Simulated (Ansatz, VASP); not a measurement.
One calculation of ZnS, two programs

INCAR

```
SYSTEM = ZnS
PREC = Accurate
ENCUT = 520
EDIFF = 1E-7
ISMEAR = 0
SIGMA = 0.1
LREAL = .False.
LASPH = .True.
NELM = 100
ALGO = Normal
ISIF = 2
LWAVE = .False.
LCHARG = .False.
GGA = PE
NBANDS = 16
```

KPOINTS

```
Automatic mesh
0
Gamma
  6 6 4
  0 0 0
```

The input POSCAR:

```
ZnS
1.0
    3.3234615200      0.0000000000      0.0000000000
   -1.6617307600      2.8782021100      0.0000000000
    0.0000000000      0.0000000000      4.8966809400
Zn S
1 1
Direct
    0.0000000000      0.0000000000      0.5000000000
    0.0000000000      0.0000000000      0.0000000000
```

Input for Ansatz:

```yaml
crystal:
  lattice:
    - [3.32346152, 0.0, 0.0]
    - [-1.66173076, 2.87820211, 0.0]
    - [0.0, 0.0, 4.89668094]
  atoms:
    - { symbol: Zn, position: [0.0, 0.0, 0.5] }
    - { symbol: S, position: [0.0, 0.0, 0.0] }
basis:
  ecutwfc: 420
kpoints:
  mp_grid: { grid: [6, 6, 4] }
hamiltonian:
  xc: pbe
scf:
  occupations: { method: gaussian, width: 0.1 }
  lower_state_search: "off"
output:
  forces: true
  stress: true
  eigenvalues: true
```

Alike in both runs: task single point; functional PBE; k mesh 6 × 6 × 4; occupations gaussian, width 0.1 eV; no spin polarisation.

|  | VASP | Ansatz |
| --- | --- | --- |
| version | VASP 6.6.1 | Ansatz 0.2.0 |
| potentials or method | VASP PAW PBE potentials, release 64 (Zn, S), cutoff 520 eV | scalar-relativistic, plane waves, PAW |
| valence electrons in the cell | 18 | 18 |

|  | VASP | Ansatz | Ansatz less VASP |
| --- | --- | --- | --- |
| gap on the k mesh at the Fermi level (eV) | none | none | - |
| pressure (GPa) | -5.5 | -5.6 | -0.05 |
| traceless stress, the component that is largest in VASP (GPa) | -6.40 | -6.43 | -0.033 |

A gap of «none» marks a metal or a gap that the smearing closes.

The k mesh is coarse, so the values compare programs but aren't converged.
